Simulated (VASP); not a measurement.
# Rb (C2/m) in VASP: single point with PBE

Aim: the single point of Rb with PBE.

Program: VASP 6.6.1. These are calculated values, not measurements. Logs are shortened: lines on timing, memory, paths and dates and some standing lists are left out, and cuts for length are marked.

## Step 1: The cell of the first run

The structure is monoclinic, space group C2/m (No. 12). The conventional cell has a = 9.340 Å, b = 4.853 Å, c = 9.261 Å, α = 90.00°, β = 93.96°, γ = 90.00°.

## Step 2: Single point, PBE (strained and its atoms moved)

INCAR

```
SYSTEM = Rb
PREC = Accurate ; ENCUT = 520
EDIFF = 1E-7 ; ISMEAR = 0
SIGMA = 0.1 ; LREAL = .FALSE.
LASPH = .TRUE. ; NELM = 100
ALGO = Fast ; ISIF = 2
LWAVE = .FALSE. ; LCHARG = .FALSE.
GGA = PE ; NBANDS = 16
```

KPOINTS

```
Automatic mesh
0
G
  8 8 4
  0 0 0
```

POSCAR

```
Rb
1.0
    5.2549984007     -0.2323784126     -0.1639420288
   -2.8287448089      4.4347957030      0.1639322213
   -0.2720031081      0.1570222784      9.2560412104
Rb
2
Direct
    0.3200441229      0.6799558771      0.2611014850
    0.6799558771      0.3200441229      0.7388985150
```

Potentials or basis: VASP PAW PBE potentials, release 64 (Rb_sv).

Started as:

```bash
$ cat potpaw_PBE.64/Rb_sv/POTCAR > POTCAR
$ mpirun -np 1 vasp_std > vasp.out
```

OUTCAR:

```text
SYSTEM = Rb
   PREC = Accurate
   ENCUT = 520
   EDIFF = 1E-7
   ISMEAR = 0
   LREAL = .FALSE.
   LASPH = .TRUE.
   NELM = 100
   ISIF = 2
   GGA = PE

 ion  position               nearest neighbor table
   1  0.320  0.680  0.261-   2 5.29   2 5.29   2 5.37   2 5.49   2 5.49
   2  0.680  0.320  0.739-   1 5.29   1 5.29   1 5.37   1 5.49   1 5.49

  LATTYP: Found a base centered monoclinic cell.
 ALAT       =     9.3400706650
 B/A-ratio  =     0.5195385668
 C/A-ratio  =     0.9915736735
 COS(beta)  =    -0.0689750834

  Lattice vectors:

 A1 = (   2.8287448089,  -4.4347957030,  -0.1639322213)
 A2 = (   5.2549984007,  -0.2323784126,  -0.1639420288)
 A3 = (  -0.2720031081,   0.1570222784,   9.2560412104)

Analysis of symmetry for initial positions (statically):
=====================================================================
 Subroutine PRICEL returns:
 Original cell was already a primitive cell.

 Routine SETGRP: Setting up the symmetry group for a
 base centered monoclinic supercell.

 Subroutine GETGRP returns: Found  4 space group operations
 (whereof  4 operations were pure point group operations)
 out of a pool of  4 trial point group operations.

The static configuration has the point symmetry C_2h.

Analysis of symmetry for dynamics (positions and initial velocities):
=====================================================================
 Subroutine PRICEL returns:
 Original cell was already a primitive cell.

 Routine SETGRP: Setting up the symmetry group for a
 base centered monoclinic supercell.

 Subroutine GETGRP returns: Found  4 space group operations
 (whereof  4 operations were pure point group operations)
 out of a pool of  4 trial point group operations.

The dynamic configuration has the point symmetry C_2h.

 Subroutine INISYM returns: Found  4 space group operations
 (whereof  4 operations are pure point group operations),
 and found     1 'primitive' translations

----------------------------------------------------------------------------------------

                                     Primitive cell

  volume of cell :     209.3764

  direct lattice vectors                    reciprocal lattice vectors
     5.254998401 -0.232378413 -0.163942029     0.195929017  0.124839234  0.003639867
    -2.828744809  4.434795703  0.163932221     0.010149958  0.232098225 -0.003639112
    -0.272003108  0.157022278  9.256041210     0.003290510 -0.001899514  0.108166469

  length of vectors
     5.262687993  5.262706898  9.261368181     0.232349441  0.232348554  0.108233177

[... 81 lines left out ...]
   LREAL  =      F    real-space projection
   EDIFFG = 0.1E-05   stopping-criterion for IOM
   NSW    =      0    number of steps for IOM
   IBRION =     -1    ionic relax: 0-MD 1-quasi-New 2-CG
   NFREE  =      0    steps in history (QN), initial steepest desc. (CG)
   ISIF   =      2    stress and relaxation
   ISYM   =      2    0-nonsym 1-usesym 2-fastsym
   POTIM  = 0.5000    time-step for ionic-motion
   TEBEG  =    0.0;   TEEND  =   0.0 temperature during run
   PSTRESS=    0.0 pullay stress
   NELECT =      18.0000    total number of electrons
   NUPDOWN=      -1.0000    fix difference up-down
   EMIN   =  10.00;   EMAX   =-10.00  energy-range for DOS
   EFERMI =   0.00;   METHOD = LEGACY
   ISMEAR =     0;   SIGMA  =   0.10  broadening in eV -4-tet -1-fermi 0-gaus
   EFERMI_NEDOS =   21; number of points for ismear=-14 and -15
   IALGO  =     68    algorithm
   IMIX   =      4    mixing-type and parameters
     AMIX     =   0.40;   BMIX     =  1.00
     AMIX_MAG =   1.60;   BMIX_MAG =  1.00
  volume/ion in A,a.u.               =     104.69       706.47
  Fermi-wavevector in a.u.,A,eV,Ry     =   0.722531  1.365385  7.102934  0.522051
  Thomas-Fermi vector in A             =   1.812517
   LORBIT       =      0    0 simple, 1 ext, 2 COOP (PROOUT), +10 PAW based schemes
   GGA     = PE    functional components
   LHFCALC =     F    Hartree Fock is set to
   AEXX    =    0.0000 exact exchange contribution
   IVDW    =     0    specifies the selected vdW correction
   LEPSILON=     F    determine dielectric tensor
   LRPA    =     F    only Hartree local field effects (RPA)
 non-spin polarized calculation
 RMM-DIIS sequential band-by-band and
 Gauss-broadening in eV      SIGMA  =   0.10
  energy-cutoff  :      520.00
  volume of cell :      209.38
 maximum number of plane-waves:      5665
   NGX = 19   NGY = 19   NGZ = 35

 number of electron      18.0000000 magnetization

 Free energy of the ion-electron system (eV)
  ---------------------------------------------------
  ext. energy  EPLUGINS =         0.00000000
  ---------------------------------------------------
  free energy    TOTEN  =        -1.82436684 eV

  energy without entropy =       -1.81459376  energy(sigma->0) =       -1.81948030

 E-fermi :  -0.2763     XC(G=0):  -5.1341

 val. band max:       -0.2870259898   @ k =   0.2500   0.2500   0.0000
 cond. band min:      -0.2615103549   @ k =  -0.1250   0.1250  -0.0000
 fundamental gap:      0.0255156349
 Fermi energy:        -0.2763337542

 k-point     1 :       0.0000    0.0000    0.0000
  band No.  band energies     occupation
      1     -29.2691      2.00000
      2     -29.2678      2.00000
      3     -13.3699      2.00000
      4     -13.3253      2.00000
      5     -13.3250      2.00000
      6     -13.3216      2.00000
[... 433 lines left out ...]
      3     -13.3617      2.00000
      4     -13.3557      2.00000
      5     -13.3493      2.00000
      6     -13.3325      2.00000
[... 8 lines left out ...]
     15       3.3506      0.00000
     16       3.4946      0.00000

 [... further k-points ...]

------------------------ aborting loop because EDIFF is reached ----------------------------------------

  FORCE on cell =-STRESS in cart. coord.  units (eV):
  Direction    XX          YY          ZZ          XY          YZ          ZX
  --------------------------------------------------------------------------------------
  -------------------------------------------------------------------------------------
  Total       -0.2762785     -0.1282332     -0.5700219      0.1282126     -0.0210227      0.0364145
  in kB       -2.1141217     -0.9812584     -4.3618868      0.9811009     -0.1608689      0.2786490
  external PRESSURE =      -2.4857556 kB  Pullay stress =       0.0000000 kB

 VOLUME and BASIS-vectors are now :
 -----------------------------------------------------------------------------
  energy-cutoff  :      520.00
  volume of cell :      209.38
      direct lattice vectors                 reciprocal lattice vectors
     5.254998401 -0.232378413 -0.163942029     0.195929017  0.124839234  0.003639867
    -2.828744809  4.434795703  0.163932221     0.010149958  0.232098225 -0.003639112
    -0.272003108  0.157022278  9.256041210     0.003290510 -0.001899514  0.108166469

 POSITION                                       TOTAL-FORCE (eV/Angst)
 -----------------------------------------------------------------------------------
     -0.31261      2.98209      2.47576         0.009187     -0.005304     -0.023650
      2.46686      1.37735      6.78027        -0.009187      0.005304      0.023650
 -----------------------------------------------------------------------------------
    total drift:                               -0.000000      0.000000     -0.000000

  FREE ENERGIE OF THE ION-ELECTRON SYSTEM (eV)
  ---------------------------------------------------
  free  energy   TOTEN  =        -1.8243668441 eV

  energy  without entropy=       -1.8145937630  energy(sigma->0) =       -1.81948030
```

OSZICAR:

```text
N       E                     dE             d eps       ncg     rms          rms(c)
DAV:   1     0.120374667519E+03    0.12037E+03   -0.66987E+03  2504   0.836E+02
DAV:   2     0.118357957910E+02   -0.10854E+03   -0.10482E+03  3328   0.179E+02
DAV:   3    -0.484316754275E+00   -0.12320E+02   -0.12265E+02  3312   0.602E+01
DAV:   4    -0.181415302142E+01   -0.13298E+01   -0.13289E+01  4520   0.133E+01
DAV:   5    -0.182106954169E+01   -0.69165E-02   -0.69145E-02  3520   0.117E+00    0.142E+00
RMM:   6    -0.182215904522E+01   -0.10895E-02   -0.34486E-03  2657   0.337E-01    0.857E-01
RMM:   7    -0.182407184876E+01   -0.19128E-02   -0.72778E-03  2808   0.452E-01    0.633E-02
RMM:   8    -0.182434790375E+01   -0.27605E-03   -0.59604E-04  3520   0.130E-01    0.116E-02
RMM:   9    -0.182436029054E+01   -0.12387E-04   -0.15429E-04  4284   0.480E-02    0.111E-02
RMM:  10    -0.182436423176E+01   -0.39412E-05   -0.32787E-05  4530   0.241E-02    0.662E-03
RMM:  11    -0.182436591665E+01   -0.16849E-05   -0.12110E-05  4544   0.143E-02    0.281E-03
RMM:  12    -0.182436633288E+01   -0.41623E-06   -0.44782E-06  4478   0.852E-03    0.188E-03
RMM:  13    -0.182436661479E+01   -0.28191E-06   -0.17839E-06  4118   0.581E-03    0.451E-04
RMM:  14    -0.182436671680E+01   -0.10202E-06   -0.94397E-07  4022   0.400E-03    0.704E-04
RMM:  15    -0.182436683143E+01   -0.11462E-06   -0.41870E-07  3763   0.296E-03    0.217E-04
RMM:  16    -0.182436684408E+01   -0.12649E-07   -0.24973E-07  3287   0.207E-03
   1 F= -.18243668E+01 E0= -.18194803E+01  d E =-.977308E-02
```

stdout:

```text
POSCAR found type information on POSCAR Rb
 POSCAR found :  1 types and       2 ions
 scaLAPACK will be used
 LDA part: xc-table for (Slater+PW92), standard interpolation
 POSCAR, INCAR and KPOINTS ok, starting setup
 FFT: planning ... GRIDC
 FFT: planning ... GRID_SOFT
 FFT: planning ... GRID
 WAVECAR not read
 entering main loop
WARNING in EDDRMM: call to ZHEGV failed, returncode =   8  4     13
WARNING in EDDRMM: call to ZHEGV failed, returncode =   8  4     14
WARNING in EDDRMM: call to ZHEGV failed, returncode =   8  4     14
 num prob WARNING in EDDRMM: call to ZHEGV failed, returncode =   6  3     14
 num prob  num prob  num prob  num prob  num prob  num prob  num prob  num prob  num prob  num prob  num prob  num prob  num prob  num prob RMM:  15    -0.182436683143E+01   -0.11462E-06   -0.41870E-07  3763   0.296E-03    0.217E-04
 num prob  num prob  num prob  num prob  num prob RMM:  16    -0.182436684408E+01   -0.12649E-07   -0.24973E-07  3287   0.207E-03
```

It took 4.3 min on 1 thread of Oxide Virtual Turin-like, shared host; peak memory 0.41 GiB.

Results:

| Quantity | Value |
| --- | --- |
| Free energy | -1.8244 eV |
| Pressure | -0.2 GPa |
| Largest force | 0.026 eV/Å |
| Band gap on the k mesh | zero (bands 9 and 10 overlap by 2.03 eV) |

Forces on the atoms (eV/Å):
```
Rb   0.009 -0.005 -0.024
Rb  -0.009  0.005  0.024
```

Stress tensor (GPa, compression positive):
```
-0.21  0.10  0.03
 0.10 -0.10 -0.02
 0.03 -0.02 -0.44
```

Caveat: the cell differs from its parent crystal (strained and its atoms moved).

The gap in the log of VASP goes by the Fermi energy; the results here count the filled bands.